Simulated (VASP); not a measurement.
A run of VASP 6.6.1 is set up as follows.

Contents of INCAR:

```
PREC = Accurate ; ENCUT = 520
EDIFF = 1E-8 ; ISMEAR = 0
SIGMA = 0.01 ; LREAL = False
LASPH = True ; NELM = 60
ALGO = Normal ; ISIF = 2
LWAVE = False ; LCHARG = False
GGA = PE ; IBRION = 8
NSW = 1 ; LEPSILON = True
```

File KPOINTS:

```
Automatic mesh
0
Gamma
  10 10 10
```

Contents of POSCAR:

```
AlN
1.0
    0.0000000000      2.1835316753      2.1835316753
    2.1835316753      0.0000000000      2.1835316753
    2.1835316753      2.1835316753      0.0000000000
Al N
1 1
Direct
    0.0000000000      0.0000000000      0.0000000000
    0.7500000000      0.7500000000      0.7500000000
```

Potentials or basis: VASP PAW PBE potentials, release 64 (Al, N).

Run with:

```sh
$ cat potpaw_PBE.64/Al/POTCAR potpaw_PBE.64/N/POTCAR > POTCAR
$ mpirun -np 1 vasp_std > vasp.out
```

(1) Predict the electronic dielectric tensor (diagonal).

(2) Estimate the Born charges (mean of the diagonal).

(3) Predict the highest phonon frequency at Γ, LO-TO splitting left out.

Answers

(1) 4.58.

(2) Al +2.53; N -2.53 e.

(3) 659 cm⁻¹.

Caveat: the cell wasn't relaxed at this level first, which shifts response properties.
